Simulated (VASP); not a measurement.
# CoPdO2 (R-3m) in VASP: single point with r2SCAN

Aim: the single point of CoPdO2 with r2SCAN.

Everything below comes from runs of VASP 6.6.1. Logs are shortened: lines on timing, memory, paths and dates and some standing lists are left out, and cuts for length are marked.

## Step 1: The cell of the first run

The structure is trigonal, space group R-3m (No. 166). Conventional cell: a = 2.828 Å, b = 2.828 Å, c = 17.753 Å, α = 90.00°, β = 90.00°, γ = 120.00°. Co (site symmetry -3m) has 6 O at 1.89 Å within 2.5 Å. Pd (site symmetry -3m) has 2 O at 2.00 Å within 2.7 Å. Within 2.6 Å of O (site symmetry 3m) lie 3 Co at 1.89 Å and 1 Pd at 2.00 Å and 3 O at 2.52 Å.

## Step 2: Single point, r2SCAN, collinear spin, ferromagnetic start

File POSCAR:

```
CoPdO2
1.0
    1.4138177191      0.8162680390      5.9175549804
   -1.4138177191      0.8162680390      5.9175549804
    0.0000000000     -1.6325360830      5.9175549797
Co Pd O
1 1 2
Direct
    0.5000000000      0.5000000000      0.5000000000
    0.0000000000      0.0000000000      0.0000000000
    0.8873243821      0.8873243821      0.8873243821
    0.1126756179      0.1126756179      0.1126756179
```

File INCAR.step1:

```
ALGO = Normal
EDIFF = 1E-4
ENCUT = 520
GGA = PE
ISMEAR = 0
ISPIN = 2
LASPH = T
LCHARG = F
LMAXMIX = 4
LREAL = F
LWAVE = T
MAGMOM = 3.2 0 0 0
NBANDS = 28
NELM = 150
PREC = Accurate
SIGMA = 0.1
```

File INCAR.step2:

```
ALGO = Normal
EDIFF = 1E-6
ENCUT = 520
ISIF = 2
ISMEAR = 0
ISPIN = 2
ISTART = 1
LASPH = T
LCHARG = T
LELF = T
LMAXMIX = 4
LMIXTAU = T
LORBIT = 11
LREAL = F
LVHAR = T
LWAVE = F
MAGMOM = 3.2 0 0 0
METAGGA = R2SCAN
NBANDS = 28
NELM = 150
PREC = Accurate
SIGMA = 0.1
```

File KPOINTS:

```
k-points
0
Gamma
  10 10 10
```

Potentials or basis: VASP PAW PBE potentials, release 64 (Co, Pd, O).

Launch:

```console
$ cat potpaw_PBE.64/Co/POTCAR potpaw_PBE.64/Pd/POTCAR potpaw_PBE.64/O/POTCAR > POTCAR
$ cp INCAR.step1 INCAR
$ mpirun -np 1 vasp_std > vasp.out
$ cp INCAR.step2 INCAR
$ mpirun -np 1 vasp_std > vasp.out
```

OUTCAR:

```text
EDIFF = 1E-6
   ENCUT = 520
   ISIF = 2
   ISMEAR = 0
   ISPIN = 2
   ISTART = 1
   LASPH = T
   LORBIT = 11
   LREAL = F
   METAGGA = R2SCAN
   NELM = 150
   PREC = Accurate

 ion  position               nearest neighbor table
   1  0.500  0.500  0.500-   4 1.89   3 1.89   4 1.89   4 1.89   3 1.89   3 1.89
   2  0.000  0.000  0.000-   3 2.00   4 2.00
   3  0.887  0.887  0.887-   1 1.89   1 1.89   1 1.89   2 2.00
   4  0.113  0.113  0.113-   1 1.89   1 1.89   1 1.89   2 2.00

  LATTYP: Found a trigonal (rhomboedric) cell.
 ALAT       =     6.1386180041
 COS(alpha) =     0.8939097144

  Lattice vectors:

 A1 = (   1.4138177191,   0.8162680390,   5.9175549804)
 A2 = (  -1.4138177191,   0.8162680390,   5.9175549804)
 A3 = (   0.0000000000,  -1.6325360830,   5.9175549797)

Analysis of symmetry for initial positions (statically):
=====================================================================
 Subroutine PRICEL returns:
 Original cell was already a primitive cell.

 Routine SETGRP: Setting up the symmetry group for a
 trigonal (rhombohedral) supercell.

 Subroutine GETGRP returns: Found 12 space group operations
 (whereof 12 operations were pure point group operations)
 out of a pool of 12 trial point group operations.

The static configuration has the point symmetry D_3d.

Analysis of symmetry for dynamics (positions and initial velocities):
=====================================================================
 Subroutine PRICEL returns:
 Original cell was already a primitive cell.

 Routine SETGRP: Setting up the symmetry group for a
 trigonal (rhombohedral) supercell.

 Subroutine GETGRP returns: Found 12 space group operations
 (whereof 12 operations were pure point group operations)
 out of a pool of 12 trial point group operations.

The dynamic configuration has the point symmetry D_3d.

Analysis of structural, dynamic, and magnetic symmetry:
=====================================================================
 Subroutine PRICEL returns:
 Original cell was already a primitive cell.

 Routine SETGRP: Setting up the symmetry group for a
 trigonal (rhombohedral) supercell.

 Subroutine GETGRP returns: Found 12 space group operations
 (whereof 12 operations were pure point group operations)
 out of a pool of 12 trial point group operations.

The overall configuration has the point symmetry D_3d.

 Subroutine INISYM returns: Found 12 space group operations
 (whereof 12 operations are pure point group operations),
[... 127 lines left out ...]
   AEXX    =    0.0000 exact exchange contribution
   IVDW    =     0    specifies the selected vdW correction
   LEPSILON=     F    determine dielectric tensor
   LRPA    =     F    only Hartree local field effects (RPA)
 spin polarized calculation
 Gauss-broadening in eV      SIGMA  =   0.10
  energy-cutoff  :      520.00
  volume of cell :       40.98
 maximum number of plane-waves:      1118
 NGX is ok and might be reduce to    48
   NGX = 23   NGY = 23   NGZ = 23

 number of electron      31.0000004 magnetization      -0.0110873

 Free energy of the ion-electron system (eV)
  ---------------------------------------------------
  ext. energy  EPLUGINS =         0.00000000
  ---------------------------------------------------
  free energy    TOTEN  =       -52.39345114 eV

  energy without entropy =      -52.38346866  energy(sigma->0) =      -52.38845990

 E-fermi :   7.7689     XC(G=0): -13.3206

 val. band max:        7.7648104970   @ k =  -0.3000   0.4000   0.3000
 cond. band min:       7.7740565097   @ k =   0.5000   0.3000   0.1000
 fundamental gap:      0.0092460126
 Fermi energy:         7.7688776128

 spin component 1

 k-point     1 :       0.0000    0.0000    0.0000
  band No.  band energies     occupation
      1     -14.4177      1.00000
      2     -12.5077      1.00000
      3      -1.1069      1.00000
      4       1.4230      1.00000
      5       1.4230      1.00000
      6       2.5469      1.00000
[... 709 lines left out ...]
     26      24.9930      0.00000
     27      26.7500      0.00000

 [... further k-points ...]

 spin component 2

 k-point     1 :       0.0000    0.0000    0.0000
  band No.  band energies     occupation
      1     -14.4185      1.00000
      2     -12.5086      1.00000
      3      -1.1091      1.00000
      4       1.4222      1.00000
      5       1.4222      1.00000
      6       2.5358      1.00000
[... 709 lines left out ...]
     26      24.9918      0.00000
     27      26.7487      0.00000

 [... further k-points ...]

 [bands above 27 left out]

------------------------ aborting loop because EDIFF is reached ----------------------------------------

  FORCE on cell =-STRESS in cart. coord.  units (eV):
  Direction    XX          YY          ZZ          XY          YZ          ZX
  --------------------------------------------------------------------------------------
  -------------------------------------------------------------------------------------
  Total        0.2719742      0.2719742      0.1707683      0.0000000      0.0000000      0.0000000
  in kB       10.6345357     10.6345357      6.6772565      0.0000000      0.0000000      0.0000000
  external PRESSURE =       9.3154427 kB  Pullay stress =       0.0000000 kB

 VOLUME and BASIS-vectors are now :
 -----------------------------------------------------------------------------
  energy-cutoff  :      520.00
  volume of cell :       40.98
      direct lattice vectors                 reciprocal lattice vectors
     1.413817719  0.816268039  5.917554980     0.353652379  0.204181296  0.056329571
    -1.413817719  0.816268039  5.917554980    -0.353652379  0.204181296  0.056329571
     0.000000000 -1.632536083  5.917554980     0.000000000 -0.408362593  0.056329571

 POSITION                                       TOTAL-FORCE (eV/Angst)
 -----------------------------------------------------------------------------------
      0.00000     -0.00000      8.87633        -0.000000     -0.000000      0.000000
      0.00000      0.00000      0.00000         0.000000     -0.000000      0.000000
      0.00000     -0.00000     15.75237         0.000000     -0.000000      0.119155
      0.00000     -0.00000      2.00029         0.000000      0.000000     -0.119155
 -----------------------------------------------------------------------------------
    total drift:                               -0.000000     -0.000000      0.000000

  FREE ENERGIE OF THE ION-ELECTRON SYSTEM (eV)
  ---------------------------------------------------
  free  energy   TOTEN  =       -52.3934511438 eV

  energy  without entropy=      -52.3834686623  energy(sigma->0) =      -52.38845990

 total charge

# of ion       s       p       d       tot
------------------------------------------
    1        0.448   0.702   7.299   8.450
    2        0.503   0.463   8.457   9.422
    3        1.564   3.487   0.000   5.051
    4        1.564   3.487   0.000   5.051
--------------------------------------------------
tot          4.079   8.139  15.755  27.974

 magnetization (x)

# of ion       s       p       d       tot
------------------------------------------
    1       -0.000  -0.000  -0.001  -0.001
    2       -0.001  -0.000  -0.009  -0.010
    3       -0.000  -0.000   0.000  -0.000
    4       -0.000  -0.000   0.000  -0.000
--------------------------------------------------
tot         -0.001  -0.001  -0.009  -0.011
```

Run time: 30 min. Hardware: 1 thread of Intel Xeon 6975P-C (Granite Rapids), shared host; peak memory 0.6 GiB.

What came out:

- Free energy: -52.3935 eV
- Pressure: 0.9 GPa
- Largest force: 0.119 eV/Å
- Net moment: -0.01 μB per cell
- Valence electrons inside the program's atomic spheres: Co 8.45; Pd 9.42; O 5.05

Forces in eV/Å, atoms in the order of the input:
```
Co   0.000  0.000  0.000
Pd   0.000  0.000  0.000
O    0.000  0.000  0.119
O    0.000  0.000 -0.119
```

Caveat: the moments typed at the start vanished in this run; the PAW data sets were made with another functional, which shifts forces and pressure a little; semilocal functionals often make such compounds metallic where correlation or magnetic order opens a gap, which also shifts bond lengths. With open d or f shells a metallic result of r2SCAN can be an artefact of self-interaction; +U or a hybrid may open a gap.
